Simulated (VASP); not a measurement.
Wanted: the native input for a VASP 6.6.1 run.

| Item | Value |
| --- | --- |
| Task | single point |
| Functional | PBE |
| Potentials or basis | VASP PAW PBE potentials, release 64 (K_sv, Cr_pv, Te, Cs_sv) |
| Cutoff | 520 eV |
| k mesh | 3 × 3 × 3 |
| Occupations | methfessel-paxton, width 0.0199 eV |
| Spin | no spin polarisation |
| Dipole correction | no |
| Further INCAR settings | ALGO = Normal; EDIFF = 1e-07; NBANDS = 48 |

The structure of Cs2KCrTe6 lies in POSCAR:

```
Cs2KCrTe6
1.0
    0.0000000000      5.3562760000      5.3562760000
    5.3562760000      0.0000000000      5.3562760000
    5.3562760000      5.3562760000      0.0000000000
K Cr Te Cs
1 1 6 2
Direct
    0.5000000000      0.5000000000      0.5000000000
    0.0000000000      0.0000000000      0.0000000000
    0.7850000000      0.2150000000      0.2150000000
    0.2150000000      0.7850000000      0.2150000000
    0.2150000000      0.7850000000      0.7850000000
    0.7850000000      0.2150000000      0.7850000000
    0.2150000000      0.2150000000      0.7850000000
    0.7850000000      0.7850000000      0.2150000000
    0.2500000000      0.2500000000      0.2500000000
    0.7500000000      0.7500000000      0.7500000000
```

These files were run (other wordings do the same):

INCAR

```
PREC = Accurate
ENCUT = 520
EDIFF = 1E-7
ISMEAR = 1
SIGMA = 0.0199
LREAL = False
LASPH = True
NELM = 100
ALGO = Normal
ISIF = 2
LWAVE = False
LCHARG = False
GGA = PE
NBANDS = 48
```

KPOINTS

```
regular mesh
0
Gamma
  3 3 3
```

Potentials or basis: VASP PAW PBE potentials, release 64 (K_sv, Cr_pv, Te, Cs_sv).

Run with:

```sh
$ cat potpaw_PBE.64/K_sv/POTCAR potpaw_PBE.64/Cr_pv/POTCAR potpaw_PBE.64/Te/POTCAR potpaw_PBE.64/Cs_sv/POTCAR > POTCAR
$ mpirun -np 1 vasp_std > vasp.out
```

Results of the run:

The pressure is 15.4 GPa. The largest force is 4.409 eV/Å. The band gap on the k mesh is zero (an odd number of electrons rules out a gap without spin polarisation).

Caveat: the cell stands under pressure; spin-orbit coupling is left out, which moves the levels of the heavy elements; the run has no spin polarisation, though such a crystal can be magnetic; forces of over 1 eV/Å act on the atoms, so gaps and moduli don't describe the material at rest.

Wall time 6 min on 1 thread of Intel Xeon 8259CL (shared host), peak memory 0.47 GiB.
